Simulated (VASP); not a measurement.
Runs of VASP 6.6.1 on MgRe3. The structure is that of space group Fm-3m (No. 225), or close to it. The cells are those of the table. 

```tsv
cell	gap on the mesh (eV)	pressure (GPa)
a = 4.383, b = 4.383, c = 4.361 Å, angles 60.2, 60.2, 59.7°, 4 atoms	none	(b)
a = 4.427, b = 4.427, c = 4.449 Å, angles 59.8, 59.8, 60.3°, 4 atoms	none	-5.9
a = 4.449, b = 4.449, c = 4.493 Å, angles 59.7, 59.7, 60.7°, 4 atoms	none	-10.4
a = 4.361, b = 4.361, c = 4.317 Å, angles 60.3, 60.3, 59.3°, 4 atoms	none	(a)
a = 4.405 Å, angles 60.0°, 4 atoms	none	-1.0
```

Alike in all rows: task single point; level PBE; potentials or basis VASP PAW PBE potentials, release 64 (Mg, Re); no spin polarisation; k mesh 10 × 10 × 10; cutoff (eV) 520; smearing fermi-dirac 0.1 eV.

Question: Fill in the values left out.

Answer: (a) 10.6; (b) 4.5.

Caveats: spin-orbit coupling is left out, which moves the levels of the heavy elements; the cell stands under pressure (at least some runs); the cell stands under tension (at least some runs).

A k mesh can miss the band edges, and the runs leave out spin-orbit coupling on Re.

A gap of «none» marks levels without a gap at the run's occupations.
